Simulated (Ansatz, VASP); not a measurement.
## NaCl in VASP and in Ansatz

POSCAR

```
NaCl
1.0
    0.0000000000      2.9450200000      2.8317500000
    2.9450200000      0.0000000000      2.8317500000
    2.9450200000      2.9450200000      0.0000000000
Na Cl
1 1
Direct
    0.0000000000      0.0000000000      0.0000000000
    0.5000000000      0.5000000000      0.5000000000
```

The input INCAR.step1:

```
  PREC = Accurate
  ENCUT = 520
  ISMEAR = 0
  SIGMA = 0.05
  LREAL = F
  LASPH = T
  NELM = 80
  NBANDS = 14
  GGA = PE
  ALGO = Normal
  EDIFF = 1E-4
  LWAVE = T
  LCHARG = F
```

The input INCAR.step2:

```
  PREC = Accurate
  ENCUT = 520
  EDIFF = 1E-6
  ISMEAR = 0
  SIGMA = 0.05
  LREAL = F
  LASPH = T
  NELM = 80
  ALGO = Normal
  ISIF = 2
  LWAVE = F
  LCHARG = T
  METAGGA = R2SCAN
  LMIXTAU = T
  LELF = T
  LVHAR = T
  NBANDS = 14
  ISTART = 1
```

The input KPOINTS:

```
Automatic mesh
0
Gamma
  8 8 8
```

Input for Ansatz:

```yaml
crystal:
  lattice:
    - [0.0, 2.94502, 2.83175]
    - [2.94502, 0.0, 2.83175]
    - [2.94502, 2.94502, 0.0]
  atoms:
    - { symbol: Na, position: [0.0, 0.0, 0.0] }
    - { symbol: Cl, position: [0.5, 0.5, 0.5] }
basis:
  ecutwfc: 500
kpoints:
  mp_grid: { grid: [8, 8, 8] }
hamiltonian:
  xc: r2scan
scf:
  occupations: { method: gaussian, width: 0.05 }
output:
  forces: true
  stress: true
  eigenvalues: true
```

Change from the starting cell: strain +0.040 along x and y, +0.000 along z, atoms carried along.

Alike in both runs: task single point; functional r2SCAN; k mesh 8 × 8 × 8; occupations gaussian, width 0.05 eV; no spin polarisation.

```csv
,VASP,Ansatz
version,VASP 6.6.1,Ansatz 0.2.0
potentials or method,"VASP PAW PBE potentials, release 64 (Na_pv, Cl), cutoff 520 eV","scalar-relativistic, plane waves, PAW"
valence electrons in the cell,14,16
```

|  | VASP | Ansatz | Ansatz less VASP |
| --- | --- | --- | --- |
| gap on the k mesh at the Fermi level (eV) | 5.56 | 5.54 | -0.022 |
| least direct gap on the mesh (eV) | 5.56 | 5.54 | -0.022 |
| pressure (GPa) | -2.4 | -2.2 | +0.15 |
| traceless stress, the component that is largest in VASP (GPa) | 0.70 | 0.70 | +0.005 |

VASP's potentials were made for PBE, not for r2SCAN. VASP's potentials hold 14 valence electrons a cell and Ansatz's 16, so a difference there can come from the potentials and not from the codes.
